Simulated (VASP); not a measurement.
# TiTe2 in VASP: notebook

Aim: see how the results for TiTe2 move with the level of theory and the settings. Levels: PBE+D3(BJ), r2SCAN. Tasks: single point.

Program: VASP 6.6.1. These are calculated values, not measurements. Logs are shortened: lines on timing, memory, paths and dates and some standing lists are left out, and cuts for length are marked.

## Step 1: The cell of the first run

The cell holds a slab with vacuum, 3 atoms: a = 3.679 Å, b = 3.679 Å, c = 32.924 Å, α = 90.00°, β = 90.00°, γ = 120.00°.

## Step 2: Single point, PBE+D3(BJ)

INCAR

```
SYSTEM = TiTe2
PREC = Accurate
ENCUT = 520
EDIFF = 1E-7
ISMEAR = 0
SIGMA = 0.1
LREAL = .FALSE.
LASPH = .TRUE.
NELM = 100
ALGO = Normal
ISIF = 2
LWAVE = .FALSE.
LCHARG = .FALSE.
LDIPOL = .TRUE.
IDIPOL = 3
DIPOL = 0.5 0.5 0.500
GGA = PE
IVDW = 12
NBANDS = 19
```

KPOINTS

```
Automatic mesh
0
G
  15 15 1
  0 0 0
```

POSCAR

```
TiTe2
1.0
    3.6786895053      0.0000000000      0.0000000000
   -1.8393447526      3.1858385642      0.0000000000
    0.0000000000      0.0000000000     32.9236842428
Te Ti
2 1
Direct
    0.3333333333      0.6666666667      0.4464653861
    0.6666666667      0.3333333333      0.5535346139
    0.0000000000      0.0000000000      0.5000000000
```

Potentials or basis: VASP PAW PBE potentials, release 64 (Te, Ti_sv).

The run is started by

```bash
$ cat potpaw_PBE.64/Te/POTCAR potpaw_PBE.64/Ti_sv/POTCAR > POTCAR
$ mpirun -np 1 vasp_std > vasp.out
```

OUTCAR:

```text
SYSTEM = TiTe2
   PREC = Accurate
   ENCUT = 520
   EDIFF = 1E-7
   ISMEAR = 0
   LREAL = .FALSE.
   LASPH = .TRUE.
   NELM = 100
   ISIF = 2
   GGA = PE
   IVDW = 12
 IVDW          = 12

 ion  position               nearest neighbor table
   1  0.333  0.667  0.446-   3 2.76   3 2.76   3 2.76
   2  0.667  0.333  0.554-   3 2.76   3 2.76   3 2.76
   3  0.000  0.000  0.500-   1 2.76   2 2.76   1 2.76   2 2.76   2 2.76   1 2.76

  LATTYP: Found a hexagonal cell.
 ALAT       =     3.6786895053
 C/A-ratio  =     8.9498404786

  Lattice vectors:

 A1 = (   3.6786895053,   0.0000000000,   0.0000000000)
 A2 = (  -1.8393447526,   3.1858385642,   0.0000000000)
 A3 = (   0.0000000000,   0.0000000000,  32.9236842428)

Analysis of symmetry for initial positions (statically):
=====================================================================
 Subroutine PRICEL returns:
 Original cell was already a primitive cell.

 Routine SETGRP: Setting up the symmetry group for a
 hexagonal supercell.

 Subroutine GETGRP returns: Found 12 space group operations
 (whereof 12 operations were pure point group operations)
 out of a pool of 24 trial point group operations.

The static configuration has the point symmetry D_3d.

Analysis of symmetry for dynamics (positions and initial velocities):
=====================================================================
 Subroutine PRICEL returns:
 Original cell was already a primitive cell.

 Routine SETGRP: Setting up the symmetry group for a
 hexagonal supercell.

 Subroutine GETGRP returns: Found 12 space group operations
 (whereof 12 operations were pure point group operations)
 out of a pool of 24 trial point group operations.

The dynamic configuration has the point symmetry D_3d.

 Subroutine INISYM returns: Found 12 space group operations
 (whereof 12 operations are pure point group operations),
 and found     1 'primitive' translations

----------------------------------------------------------------------------------------

                                     Primitive cell

  volume of cell :     385.8561

  direct lattice vectors                    reciprocal lattice vectors
     3.678689505  0.000000000  0.000000000     0.271835935  0.156944550  0.000000000
    -1.839344753  3.185838564  0.000000000     0.000000000  0.313889100  0.000000000
     0.000000000  0.000000000 32.923684243     0.000000000  0.000000000  0.030373271

  length of vectors
     3.678689505  3.678689505 32.923684243     0.313889100  0.313889100  0.030373271

  position of ions in fractional coordinates (direct lattice)
     0.333333333  0.666666667  0.446465386
     0.666666667  0.333333333  0.553534614
     0.000000000  0.000000000  0.500000000

  ion indices of the primitive-cell ions
   primitive index   ion index
                 1           1
                 2           2
                 3           3

----------------------------------------------------------------------------------------

 KPOINTS: Automatic mesh

Automatic generation of k-mesh.
 Grid dimensions read from file:
 generate k-points for:   15   15    1

 Generating k-lattice:

  Cartesian coordinates                     Fractional coordinates (reciprocal lattice)
     0.018122396  0.010462970  0.000000000     0.066666667 -0.000000000  0.000000000
     0.000000000  0.020925940  0.000000000     0.000000000  0.066666667  0.000000000
     0.000000000  0.000000000  0.030373271     0.000000000  0.000000000  1.000000000

  Length of vectors
     0.020925940  0.020925940  0.030373271

  Shift w.r.t. Gamma in fractional coordinates (k-lattice)
     0.000000000  0.000000000  0.000000000

 Subroutine IBZKPT returns following result:
 ===========================================

 Found     27 irreducible k-points:

 Following reciprocal coordinates:
            Coordinates               Weight
  0.000000  0.000000  0.000000      1.000000
  0.066667 -0.000000  0.000000      6.000000
  0.133333  0.000000  0.000000      6.000000
  0.200000 -0.000000  0.000000      6.000000
  0.266667  0.000000  0.000000      6.000000
  0.333333 -0.000000  0.000000      6.000000
[... 16 lines left out ...]
  0.333333  0.200000  0.000000     12.000000
  0.400000  0.200000  0.000000      6.000000
 [... further k-points ...]
   k-points           NKPTS =     27   k-points in BZ     NKDIM =     27   number of bands    NBANDS=     19
   number of dos      NEDOS =    301   number of ions     NIONS =      3
   total plane-waves  NPLWV = 196000
   dimension x,y,z NGX =    28 NGY =   28 NGZ =  250
   dimension x,y,z NGXF=    56 NGYF=   56 NGZF=  500
   ions per type =               2   1
   NGX,Y,Z   is equivalent  to a cutoff of  12.65, 12.65, 12.62 a.u.
   NGXF,Y,Z  is equivalent  to a cutoff of  25.31, 25.31, 25.25 a.u.
 SYSTEM =  TiTe2
   PREC   = accura    normal or accurate (medium, high low for compatibility)
   ISTART =      0    job   : 0-new  1-cont  2-samecut
   ICHARG =      2    charge: 1-file 2-atom 10-const
   ISPIN  =      1    spin polarized calculation?
   LNONCOLLINEAR =      F non collinear calculations
   LSORBIT =      F    spin-orbit coupling
   LASPH  =      T    aspherical Exc in radial PAW
   ENCUT  =  520.0 eV  38.22 Ry    6.18 a.u.   6.84  6.84 61.22*2*pi/ulx,y,z
   NELM   =    100;   NELMIN=  2; NELMDL= -5     # of ELM steps
   EDIFF  = 0.1E-06   stopping-criterion for ELM
   LREAL  =      F    real-space projection
   EDIFFG = 0.1E-05   stopping-criterion for IOM
   NSW    =      0    number of steps for IOM
   IBRION =     -1    ionic relax: 0-MD 1-quasi-New 2-CG
   NFREE  =      0    steps in history (QN), initial steepest desc. (CG)
   ISIF   =      2    stress and relaxation
   ISYM   =      2    0-nonsym 1-usesym 2-fastsym
   POTIM  = 0.5000    time-step for ionic-motion
   TEBEG  =    0.0;   TEEND  =   0.0 temperature during run
   PSTRESS=    0.0 pullay stress
   NELECT =      24.0000    total number of electrons
   NUPDOWN=      -1.0000    fix difference up-down
   EMIN   =  10.00;   EMAX   =-10.00  energy-range for DOS
   EFERMI =   0.00;   METHOD = LEGACY
   ISMEAR =     0;   SIGMA  =   0.10  broadening in eV -4-tet -1-fermi 0-gaus
   EFERMI_NEDOS =   21; number of points for ismear=-14 and -15
   IALGO  =     38    algorithm
   IMIX   =      4    mixing-type and parameters
     AMIX     =   0.40;   BMIX     =  1.00
     AMIX_MAG =   1.60;   BMIX_MAG =  1.00
  volume/ion in A,a.u.               =     128.62       867.96
  Fermi-wavevector in a.u.,A,eV,Ry     =   0.648640  1.225751  5.724425  0.420733
  Thomas-Fermi vector in A             =   1.717337
   LORBIT       =      0    0 simple, 1 ext, 2 COOP (PROOUT), +10 PAW based schemes
   GGA     = PE    functional components
   LHFCALC =     F    Hartree Fock is set to
   AEXX    =    0.0000 exact exchange contribution
   IVDW    =    12    specifies the selected vdW correction
   LEPSILON=     F    determine dielectric tensor
   LRPA    =     F    only Hartree local field effects (RPA)
 non-spin polarized calculation
 Gauss-broadening in eV      SIGMA  =   0.10
  energy-cutoff  :      520.00
  volume of cell :      385.86
 maximum number of plane-waves:     10438
 NGX is ok and might be reduce to    28
   NGX = 13   NGY = 13   NGZ =123

 dipolmoment           0.000000      0.000000      0.000000 electrons x Angstroem

 number of electron      24.0000003 magnetization

 dipolmoment           0.000000      0.000000     -0.000000 electrons x Angstroem

 Free energy of the ion-electron system (eV)
  ---------------------------------------------------
  ext. energy  EPLUGINS =         0.00000000
  ---------------------------------------------------
  free energy    TOTEN  =       -16.17180089 eV

  energy without entropy =      -16.16528585  energy(sigma->0) =      -16.16854337

 E-fermi :  -2.3190     XC(G=0):  -2.3900

 val. band max:       -2.3300479446   @ k =   0.0667   0.0667   0.0000
 cond. band min:      -2.3071625552   @ k =   0.1333   0.0000   0.0000
 fundamental gap:      0.0228853894
 Fermi energy:        -2.3190123004

 k-point     1 :       0.0000    0.0000    0.0000
  band No.  band energies     occupation
      1     -59.7566      2.00000
      2     -36.0081      2.00000
      3     -36.0081      2.00000
      4     -35.9842      2.00000
      5     -14.5669      2.00000
      6     -13.7613      2.00000
[... 11 lines left out ...]
     18       1.7225      0.00000
     19       2.0298      0.00000

 k-point     2 :       0.0667   -0.0000    0.0000
  band No.  band energies     occupation
      1     -59.7564      2.00000
      2     -36.0104      2.00000
      3     -36.0086      2.00000
      4     -35.9836      2.00000
      5     -14.5138      2.00000
      6     -13.7245      2.00000
[... 11 lines left out ...]
     18       1.8151      0.00000
     19       2.0986      0.00000

 k-point     3 :       0.1333    0.0000    0.0000
  band No.  band energies     occupation
      1     -59.7559      2.00000
      2     -36.0171      2.00000
      3     -36.0102      2.00000
      4     -35.9821      2.00000
      5     -14.3575      2.00000
      6     -13.6171      2.00000
[... 11 lines left out ...]
     18       2.0369      0.00000
     19       2.2967      0.00000

 k-point     4 :       0.2000   -0.0000    0.0000
  band No.  band energies     occupation
      1     -59.7551      2.00000
      2     -36.0269      2.00000
      3     -36.0124      2.00000
      4     -35.9798      2.00000
      5     -14.1081      2.00000
      6     -13.4488      2.00000
[... 11 lines left out ...]
     18       2.3428      0.00000
     19       2.6063      0.00000

 k-point     5 :       0.2667    0.0000    0.0000
  band No.  band energies     occupation
      1     -59.7542      2.00000
      2     -36.0382      2.00000
      3     -36.0150      2.00000
      4     -35.9772      2.00000
      5     -13.7852      2.00000
      6     -13.2381      2.00000
[... 11 lines left out ...]
     18       2.6930      0.00000
     19       2.9395      0.00000

 k-point     6 :       0.3333   -0.0000    0.0000
  band No.  band energies     occupation
      1     -59.7534      2.00000
      2     -36.0489      2.00000
      3     -36.0175      2.00000
      4     -35.9747      2.00000
      5     -13.4240      2.00000
      6     -13.0165      2.00000
[... 11 lines left out ...]
     18       2.5599      0.00000
     19       3.1956      0.00000

 k-point     7 :       0.4000   -0.0000    0.0000
  band No.  band energies     occupation
      1     -59.7527      2.00000
      2     -36.0572      2.00000
      3     -36.0195      2.00000
      4     -35.9728      2.00000
      5     -13.0833      2.00000
      6     -12.8316      2.00000
[... 11 lines left out ...]
     18       2.1756      0.00000
     19       2.9365      0.00000

 k-point     8 :       0.4667   -0.0000    0.0000
  band No.  band energies     occupation
      1     -59.7524      2.00000
      2     -36.0618      2.00000
      3     -36.0205      2.00000
      4     -35.9717      2.00000
      5     -12.8488      2.00000
      6     -12.7419      2.00000
[... 256 lines left out ...]
 k-point    20 :       0.4000    0.1333    0.0000
  band No.  band energies     occupation
      1     -59.7522      2.00000
      2     -36.0589      2.00000
      3     -36.0262      2.00000
      4     -35.9712      2.00000
      5     -12.7710      2.00000
      6     -12.6890      2.00000
[... 11 lines left out ...]
     18       2.5752      0.00000
     19       2.9985      0.00000

 k-point    21 :       0.2000    0.2000    0.0000
  band No.  band energies     occupation
      1     -59.7532      2.00000
      2     -36.0465      2.00000
      3     -36.0231      2.00000
      4     -35.9741      2.00000
      5     -13.3418      2.00000
      6     -12.9621      2.00000
[... 11 lines left out ...]
     18       3.2675      0.00000
     19       3.3100      0.00000

 k-point    22 :       0.2667    0.2000    0.0000
  band No.  band energies     occupation
      1     -59.7526      2.00000
      2     -36.0515      2.00000
      3     -36.0278      2.00000
      4     -35.9723      2.00000
      5     -13.0266      2.00000
      6     -12.7822      2.00000
[... 11 lines left out ...]
     18       3.0069      0.00000
     19       3.4720      0.00000

 k-point    23 :       0.3333    0.2000    0.0000
  band No.  band energies     occupation
      1     -59.7521      2.00000
      2     -36.0547      2.00000
      3     -36.0312      2.00000
      4     -35.9711      2.00000
      5     -12.7736      2.00000
      6     -12.6593      2.00000
[... 11 lines left out ...]
     18       2.7718      0.00000
     19       3.3270      0.00000

 k-point    24 :       0.4000    0.2000    0.0000
  band No.  band energies     occupation
      1     -59.7520      2.00000
      2     -36.0558      2.00000
      3     -36.0325      2.00000
      4     -35.9706      2.00000
      5     -12.6550      2.00000
      6     -12.6351      2.00000
[... 11 lines left out ...]
     18       2.7615      0.00000
     19       3.2157      0.00000

 [... further k-points ...]

------------------------ aborting loop because EDIFF is reached ----------------------------------------

 vacuum level on the upper side and lower side of the slab       (xc-potential included)        -0.006        -0.006

 Edisp (eV)   -1.07907

 E8    (eV) :    -0.5289

  FORCE on cell =-STRESS in cart. coord.  units (eV):
  Direction    XX          YY          ZZ          XY          YZ          ZX
  --------------------------------------------------------------------------------------
  -------------------------------------------------------------------------------------
  Total      -0.00459    -0.00459     0.02288    -0.00000     0.00000    -0.00000
  in kB      -0.01907    -0.01907     0.09501    -0.00000     0.00000    -0.00000
  external pressure =        0.02 kB  Pullay stress =        0.00 kB

 VOLUME and BASIS-vectors are now :
 -----------------------------------------------------------------------------
  energy-cutoff  :      520.00
  volume of cell :      385.86
      direct lattice vectors                 reciprocal lattice vectors
     3.678689505  0.000000000  0.000000000     0.271835935  0.156944550  0.000000000
    -1.839344753  3.185838564  0.000000000     0.000000000  0.313889100  0.000000000
     0.000000000  0.000000000 32.923684243     0.000000000  0.000000000  0.030373271

 POSITION                                       TOTAL-FORCE (eV/Angst)
 -----------------------------------------------------------------------------------
     -0.00000      2.12389     14.69929         0.000000     -0.000000     -0.009545
      1.83934      1.06195     18.22440        -0.000000      0.000000      0.009545
      0.00000      0.00000     16.46184        -0.000000      0.000000     -0.000000
 -----------------------------------------------------------------------------------
    total drift:                               -0.000000      0.000000     -0.000000

  FREE ENERGIE OF THE ION-ELECTRON SYSTEM (eV)
  ---------------------------------------------------
  free  energy   TOTEN  =       -17.2508700363 eV

  energy  without entropy=      -17.2443550004  energy(sigma->0) =      -17.24761252

 vacuum level on the upper side and lower side of the slab         2.397         2.397
```

Wall time 6.4 min (1 thread of Intel Xeon 6975P-C, shared host); peak memory 0.58 GiB.

Results:

| Quantity | Value |
| --- | --- |
| Free energy | -17.2509 eV |
| Largest force | 0.010 eV/Å |
| Band gap on the k mesh | zero (band 12 reaches -1.88 eV, above the bottom of band 13 at -2.55 eV) |
| Dispersion energy per atom | -0.360 eV |

Forces in eV/Å, atoms in the order of the input:
```
Te   0.000  0.000 -0.010
Te   0.000  0.000  0.010
Ti   0.000  0.000  0.000
```

Caveat: spin-orbit coupling is left out, which moves the levels of the heavy elements.

## Step 3: Single point, r2SCAN

POSCAR is that of step 2.

INCAR.step1

```
PREC     = Accurate       # precision mode
ENCUT    = 520            # plane-wave cutoff, eV
ISMEAR   = 0              # smearing method
SIGMA    = 0.1            # smearing width, eV
LREAL    = F              # projectors in reciprocal space
LASPH    = T              # aspherical terms in the spheres
NELM     = 80             # most SCF steps
LDIPOL   = T            
IDIPOL   = 3            
DIPOL    = 0.5 0.5 0.500
NBANDS   = 19             # bands
GGA      = PE             # functional
ALGO     = Normal         # electronic algorithm
EDIFF    = 1E-4           # SCF threshold, eV
LWAVE    = T              # write WAVECAR
LCHARG   = F              # write CHGCAR
```

INCAR.step2

```
PREC     = Accurate       # precision mode
ENCUT    = 520            # plane-wave cutoff, eV
EDIFF    = 1E-7           # SCF threshold, eV
ISMEAR   = 0              # smearing method
SIGMA    = 0.1            # smearing width, eV
LREAL    = F              # projectors in reciprocal space
LASPH    = T              # aspherical terms in the spheres
NELM     = 80             # most SCF steps
ALGO     = Normal         # electronic algorithm
ISIF     = 2              # what is computed and relaxed
LWAVE    = F              # write WAVECAR
LCHARG   = F              # write CHGCAR
LDIPOL   = T            
IDIPOL   = 3            
DIPOL    = 0.5 0.5 0.500
METAGGA  = R2SCAN         # meta-GGA
LMIXTAU  = T            
NBANDS   = 19             # bands
ISTART   = 1
```

KPOINTS

```
regular mesh
0
Gamma
  15 15 1
```

Potentials or basis: VASP PAW PBE potentials, release 64 (Te, Ti_sv).

The run is started by

```bash
$ cat potpaw_PBE.64/Te/POTCAR potpaw_PBE.64/Ti_sv/POTCAR > POTCAR
$ cp INCAR.step1 INCAR
$ mpirun -np 1 vasp_std > vasp.out
$ cp INCAR.step2 INCAR
$ mpirun -np 1 vasp_std > vasp.out
```

Wall time 30 min (1 thread of Intel Xeon 6975P-C, shared host); peak memory 0.63 GiB.

It converged, with:

```
Free energy            : -66.1605 eV
Largest force          : 0.065 eV/Å
Band gap on the k mesh : zero (band 12 reaches -1.93 eV, above the bottom of band 13 at -2.57 eV)
```

Forces in eV/Å, atoms in the order of the input:
```
Te   0.000  0.000  0.065
Te   0.000  0.000 -0.065
Ti   0.000  0.000  0.000
```

Levels at points of the mesh, in eV from the Fermi level:
| k point | band 8 | band 9 | band 10 | band 11 | band 12 | band 13 | band 14 | band 15 | band 16 | band 17 |
| --- | --- | --- | --- | --- | --- | --- | --- | --- | --- | --- |
| (0.00, 0.00, 0.00) | -1.90 | -1.63 | -1.63 | 0.46 | 0.46 | 0.51 | 1.23 | 1.23 | 3.54 | 3.54 |

Caveat: the PAW data sets were made with another functional, which shifts forces and pressure a little; spin-orbit coupling is left out, which moves the levels of the heavy elements.
